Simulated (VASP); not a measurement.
# CuAu (P4/mmm) in VASP: band structure with LDA

Aim: the band structure of CuAu with LDA.

Everything below comes from runs of VASP 6.6.1. Logs are shortened: lines on timing, memory, paths and dates and some standing lists are left out, and cuts for length are marked.

## Step 1: The cell of the first run

Symmetry: P4/mmm, No. 123, tetragonal system. The conventional cell has a = 2.811 Å, b = 2.811 Å, c = 3.685 Å, α = 90.00°, β = 90.00°, γ = 90.00°. Au (site symmetry 4/mmm) has 8 Cu at 2.71 Å and 6 Au at 2.81 to 3.69 Å within 3.7 Å. Cu (site symmetry 4/mmm) has 8 Au at 2.71 Å and 6 Cu at 2.81 to 3.69 Å within 3.7 Å.

## Step 2: Band structure, LDA, non-collinear spin, zero start, spin-orbit coupling

INCAR reads:

```
ALGO = Normal ; EDIFF = 1E-7
ENCUT = 590 ; GGA = CA
GGA_COMPAT = F ; ISMEAR = 0
KPAR = 4 ; LASPH = T
LCHARG = F ; LMAXMIX = 4
LORBIT = 11 ; LREAL = F
LSORBIT = T ; LWAVE = F
MAGMOM = 0 0 0 0 0 0 ; NBANDS = 72
NELM = 200 ; PREC = Accurate
SIGMA = 0.04
```

KPOINTS reads:

```
Automatic mesh
0
Gamma
  15 15 12
  0 0 0
```

KPOINTS_OPT reads:

```
path GXMGZRAZ,XR,MA
12
line-mode
reciprocal
 0.0000000000  0.0000000000  0.0000000000  G
 0.0000000000  0.5000000000  0.0000000000  X

 0.0000000000  0.5000000000  0.0000000000  X
 0.5000000000  0.5000000000  0.0000000000  M

 0.5000000000  0.5000000000  0.0000000000  M
 0.0000000000  0.0000000000  0.0000000000  G

 0.0000000000  0.0000000000  0.0000000000  G
 0.0000000000  0.0000000000  0.5000000000  Z

 0.0000000000  0.0000000000  0.5000000000  Z
 0.0000000000  0.5000000000  0.5000000000  R

 0.0000000000  0.5000000000  0.5000000000  R
 0.5000000000  0.5000000000  0.5000000000  A

 0.5000000000  0.5000000000  0.5000000000  A
 0.0000000000  0.0000000000  0.5000000000  Z

 0.0000000000  0.5000000000  0.0000000000  X
 0.0000000000  0.5000000000  0.5000000000  R

 0.5000000000  0.5000000000  0.0000000000  M
 0.5000000000  0.5000000000  0.5000000000  A
```

POSCAR reads:

```
CuAu
1.0
    2.8107494552      0.0000000000      0.0000000000
    0.0000000000      2.8107494552      0.0000000000
    0.0000000000      0.0000000000      3.6850000000
Au Cu
1 1
Direct
    0.0000000000      0.0000000000      0.0000000000
    0.5000000000      0.5000000000      0.5000000000
```

Potentials or basis: VASP PAW LDA potentials, release 64 (Au, Cu).

The run is started by

```bash
$ cat potpaw_LDA.64/Au/POTCAR potpaw_LDA.64/Cu/POTCAR > POTCAR
$ mpirun -np 4 vasp_ncl > vasp.out
```

OUTCAR:

```text
EDIFF = 1E-7
   ENCUT = 590
   GGA = CA
   ISMEAR = 0
   LASPH = T
   LORBIT = 11
   LREAL = F
   LSORBIT = T
   NELM = 200
   PREC = Accurate

 ion  position               nearest neighbor table
   1  0.000  0.000  0.000-   2 2.71   2 2.71   2 2.71   2 2.71   2 2.71   2 2.71   2 2.71   2 2.71

   2  0.500  0.500  0.500-   1 2.71   1 2.71   1 2.71   1 2.71   1 2.71   1 2.71   1 2.71   1 2.71

  LATTYP: Found a simple tetragonal cell.
 ALAT       =     2.8107494552
 C/A-ratio  =     1.3110382333

  Lattice vectors:

 A1 = (   2.8107494552,   0.0000000000,   0.0000000000)
 A2 = (   0.0000000000,   2.8107494552,   0.0000000000)
 A3 = (   0.0000000000,   0.0000000000,   3.6850000000)

Analysis of symmetry for initial positions (statically):
=====================================================================
 Subroutine PRICEL returns:
 Original cell was already a primitive cell.

 Routine SETGRP: Setting up the symmetry group for a
 simple tetragonal supercell.

 Subroutine GETGRP returns: Found 16 space group operations
 (whereof 16 operations were pure point group operations)
 out of a pool of 16 trial point group operations.

The static configuration has the point symmetry D_4h.

Analysis of symmetry for dynamics (positions and initial velocities):
=====================================================================
 Subroutine PRICEL returns:
 Original cell was already a primitive cell.

 Routine SETGRP: Setting up the symmetry group for a
 simple tetragonal supercell.

 Subroutine GETGRP returns: Found 16 space group operations
 (whereof 16 operations were pure point group operations)
 out of a pool of 16 trial point group operations.

The dynamic configuration has the point symmetry D_4h.

Analysis of structural, dynamic, and magnetic symmetry:
=====================================================================
 Subroutine PRICEL returns:
 Original cell was already a primitive cell.

 Routine SETGRP: Setting up the symmetry group for a
[... 1068 lines left out ...]
  -------------------------------------------------------------------------------------
  Total       -1.6971204     -1.6971204     -1.6108056      0.0000000      0.0000000      0.0000000
  in kB      -93.3988363    -93.3988363    -88.6486115      0.0000000      0.0000000      0.0000000
  external PRESSURE =     -91.8154280 kB  Pullay stress =       0.0000000 kB

 VOLUME and BASIS-vectors are now :
 -----------------------------------------------------------------------------
  energy-cutoff  :      590.00
  volume of cell :       29.11
      direct lattice vectors                 reciprocal lattice vectors
     2.810749455  0.000000000  0.000000000     0.355776997  0.000000000  0.000000000
     0.000000000  2.810749455  0.000000000     0.000000000  0.355776997  0.000000000
     0.000000000  0.000000000  3.685000000     0.000000000  0.000000000  0.271370421

 POSITION                                       TOTAL-FORCE (eV/Angst)
 -----------------------------------------------------------------------------------
      0.00000      0.00000      0.00000         0.000000      0.000000      0.000000
      1.40537      1.40537      1.84250         0.000000      0.000000      0.000000
 -----------------------------------------------------------------------------------
    total drift:                                0.000000     -0.000000     -0.000000

  FREE ENERGIE OF THE ION-ELECTRON SYSTEM (eV)
  ---------------------------------------------------
  free  energy   TOTEN  =        -9.5404056470 eV

  energy  without entropy=       -9.5399738373  energy(sigma->0) =       -9.54018974

 Spin-Orbit-Coupling matrix elements

 Ion:    1  E_soc:     -0.6223283
 l=   1
     0.0000000    -0.0326703    -0.0335862
    -0.0326703     0.0000000    -0.0326703
    -0.0335862    -0.0326703     0.0000000
 l=   2
     0.0000000    -0.0128441     0.0000000    -0.0128441    -0.0594433
    -0.0128441     0.0000000    -0.0416359    -0.0137638    -0.0150350
     0.0000000    -0.0416359     0.0000000    -0.0416359     0.0000000
    -0.0128441    -0.0137638    -0.0416359     0.0000000    -0.0150350
    -0.0594433    -0.0150350     0.0000000    -0.0150350     0.0000000
 l=   3
     0.0000000     0.0000000     0.0000000     0.0000000     0.0000000     0.0000000     0.0000000
     0.0000000     0.0000000     0.0000000     0.0000000     0.0000000     0.0000000     0.0000000
     0.0000000     0.0000000     0.0000000     0.0000000     0.0000000     0.0000000     0.0000000
     0.0000000     0.0000000     0.0000000     0.0000000     0.0000000     0.0000000     0.0000000
     0.0000000     0.0000000     0.0000000     0.0000000     0.0000000     0.0000000     0.0000000
     0.0000000     0.0000000     0.0000000     0.0000000     0.0000000     0.0000000     0.0000000
     0.0000000     0.0000000     0.0000000     0.0000000     0.0000000     0.0000000     0.0000000

 Ion:    2  E_soc:     -0.0158312
 l=   1
     0.0000000    -0.0003664    -0.0003699
    -0.0003664     0.0000000    -0.0003664
    -0.0003699    -0.0003664     0.0000000
 l=   2
     0.0000000    -0.0005653     0.0000000    -0.0005653    -0.0014624
    -0.0005653     0.0000000    -0.0012978    -0.0006220    -0.0005011
     0.0000000    -0.0012978     0.0000000    -0.0012978     0.0000000
    -0.0005653    -0.0006220    -0.0012978     0.0000000    -0.0005011
    -0.0014624    -0.0005011     0.0000000    -0.0005011     0.0000000
 l=   3
     0.0000000     0.0000000     0.0000000     0.0000000     0.0000000     0.0000000     0.0000000
     0.0000000     0.0000000     0.0000000     0.0000000     0.0000000     0.0000000     0.0000000
     0.0000000     0.0000000     0.0000000     0.0000000     0.0000000     0.0000000     0.0000000
     0.0000000     0.0000000     0.0000000     0.0000000     0.0000000     0.0000000     0.0000000
     0.0000000     0.0000000     0.0000000     0.0000000     0.0000000     0.0000000     0.0000000
     0.0000000     0.0000000     0.0000000     0.0000000     0.0000000     0.0000000     0.0000000
     0.0000000     0.0000000     0.0000000     0.0000000     0.0000000     0.0000000     0.0000000

 total charge

# of ion       s       p       d       tot
------------------------------------------
    1        0.610   0.439   8.671   9.720
    2        0.383   0.322   9.226   9.931
--------------------------------------------------
tot          0.993   0.761  17.897  19.651

 magnetization (x)

# of ion       s       p       d       tot
------------------------------------------
    1        0.000  -0.000   0.000   0.000
    2        0.000   0.000   0.000   0.000
--------------------------------------------------
tot          0.000  -0.000   0.000   0.000

 magnetization (y)

# of ion       s       p       d       tot
------------------------------------------
    1       -0.000   0.000   0.000  -0.000
    2        0.000  -0.000   0.000  -0.000
--------------------------------------------------
tot         -0.000  -0.000   0.000  -0.000

 magnetization (z)

# of ion       s       p       d       tot
------------------------------------------
    1        0.000   0.000   0.000   0.000
    2        0.000   0.000   0.000   0.000
--------------------------------------------------
tot          0.000   0.000   0.000   0.000
```

OSZICAR:

```text
N       E                     dE             d eps       ncg     rms          rms(c)
DAV:   1     0.197286153064E+03    0.19729E+03   -0.86793E+03 50512   0.979E+02
DAV:   2     0.198979207370E+02   -0.17739E+03   -0.15171E+03 37328   0.253E+02
[... 14 lines left out ...]
DAV:   1     0.351670615205E+05   -0.44466E+05    21632
DAV:   2     0.157311741521E+05   -0.19436E+05    15856
DAV:   3     0.125517258071E+05   -0.31794E+04    17592
DAV:   4     0.124396364240E+05   -0.11209E+03    19592
DAV:   5     0.124376267803E+05   -0.20096E+01    22152
DAV:   6     0.124375652981E+05   -0.61482E-01    19680
DAV:   7     0.124375626687E+05   -0.26294E-02    22592
DAV:   8     0.124375625810E+05   -0.87674E-04    19856
DAV:   9     0.124375625767E+05   -0.43324E-05    18200
DAV:  10     0.124375625765E+05   -0.15335E-06    14280
DAV:  11     0.124375625765E+05   -0.14224E-07    13224
```

stdout:

```text
POSCAR found type information on POSCAR AuCu
 POSCAR found :  2 types and       2 ions
 scaLAPACK will be used
 LDA part: xc-table for (Slater(with rela. corr.)+CA(PZ))
 , standard interpolation
 POSCAR, INCAR and KPOINTS ok, starting setup
 FFT: planning ... GRIDC
 FFT: planning ... GRID_SOFT
 FFT: planning ... GRID
 WAVECAR not read
 entering main loop
 Start KPOINTS_OPT (optional k-point list driver)
k-point batch [1-108\108]
```

Wall time 6.3 min (4 MPI ranks of Intel Xeon Platinum 8175M at 2.50GHz (Skylake/Cascade Lake), shared host); peak memory 1.4 GiB.

Results:

| Property | Result |
| --- | --- |
| Free energy | -9.5404 eV |
| Pressure | -9.2 GPa |
| Net moment | 0.00 μB per cell |
| Valence electrons inside the program's atomic spheres | Au 9.72; Cu 9.93 |

Moments on the atoms (μB; x, y, z):
```
Au  0.00 0.00 0.00
Cu  0.00 0.00 0.00
```

Caveat: the cell stands under tension.
